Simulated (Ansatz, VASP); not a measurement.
**In3Se: VASP beside Ansatz**

Contents of INCAR:

```
SYSTEM = In3Se
  PREC = Accurate
  ENCUT = 520
  EDIFF = 1E-7
  ISMEAR = -1
  SIGMA = 0.05
  LREAL = .FALSE.
  LASPH = .TRUE.
  NELM = 100
  ALGO = Normal
  ISIF = 2
  LWAVE = .FALSE.
  LCHARG = .TRUE.
  GGA = PE
  LELF = .TRUE.
  LVHAR = .TRUE.
  NBANDS = 30
```

KPOINTS

```
Automatic mesh
0
G
  6 6 6
  0 0 0
```

Contents of POSCAR:

```
In3Se
1.0
    4.8979732526      0.0000000000      0.0000000000
    0.0000000000      4.8979732526      0.0000000000
    0.0000000000      0.0000000000      4.8979732526
In Se
3 1
Direct
    0.5000000000      0.5000000000      0.0000000000
    0.5000000000      0.0000000000      0.5000000000
    0.0000000000      0.5000000000      0.5000000000
    0.0000000000      0.0000000000      0.0000000000
```

The input input.yaml:

```yaml
crystal:
  lattice:
    - [4.8979732526, 0.0, 0.0]
    - [0.0, 4.8979732526, 0.0]
    - [0.0, 0.0, 4.8979732526]
  atoms:
    - { symbol: In, position: [0.5, 0.5, 0.0] }
    - { symbol: In, position: [0.5, 0.0, 0.5] }
    - { symbol: In, position: [0.0, 0.5, 0.5] }
    - { symbol: Se, position: [0.0, 0.0, 0.0] }
hamiltonian:
  xc: pbe
  pseudopotentials: { kind: paw }
kpoints:
  mp_grid: { grid: [6, 6, 6] }
scf:
  occupations: { method: fermi_dirac, width: 0.05 }
output:
  forces: true
  stress: true
  eigenvalues: true
```

Alike in both runs: task single point; functional PBE; k mesh 6 × 6 × 6; occupations fermi-dirac, width 0.05 eV; no spin polarisation.

```csv
,VASP,Ansatz
version,VASP 6.6.1,Ansatz 0.2.0
potentials or method,"VASP PAW PBE potentials, release 64 (In_d, Se)",Ansatz PAW
plane-wave cutoff (eV),520,420
valence electrons in the cell,45,55
```

|  | VASP | Ansatz | Ansatz less VASP |
| --- | --- | --- | --- |
| gap on the k mesh at the Fermi level (eV) | none | none | - |
| pressure (GPa) | -1.9 | -1.9 | 0.00 |

A gap of «none» marks a metal or a gap that the smearing closes. With one functional, cell and mesh, what is left measures potentials, basis and numerics. VASP's potentials hold 45 valence electrons a cell and Ansatz's 55, so a difference there can come from the potentials and not from the codes.
